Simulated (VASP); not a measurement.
The system is Sn3Se.

```xyz
4
Lattice="0.0000 3.7331 3.7331 3.7331 0.0000 3.7331 3.7331 3.7331 0.0000" Properties=species:S:1:pos:R:3 pbc="T T T"
Sn    3.7331    3.7331    3.7331
Sn    5.5997    5.5997    5.5997
Sn    1.8666    1.8666    1.8666
Se    0.0000    0.0000    0.0000
```

Base run:

* Program: VASP 6.6.1
* Functional: PBEsol
* Potentials or basis: VASP PAW PBE potentials, release 64 (Sn_d, Se)
* Cutoff: 520 eV
* k mesh: 6 × 6 × 6
* Occupations: fermi-dirac, width 0.05 eV
* Spin: no spin polarisation

Its results: band gap on the k mesh zero (band 24 reaches 7.70 eV, above the bottom of band 25 at 5.75 eV); pressure -3.2 GPa.

Q: The run is repeated on the same cell with these changes: functional from PBEsol to PBE. What comes out?

A: Band gap on the k mesh zero (band 24 reaches 7.84 eV, above the bottom of band 25 at 5.92 eV); pressure -0.2 GPa.

PBE binds less tightly than PBEsol, so the same cell stands under more pressure.

Caveats: spin-orbit coupling is left out, which moves the levels of the heavy elements; the PAW data sets were made with another functional, which shifts forces and pressure a little (some runs).
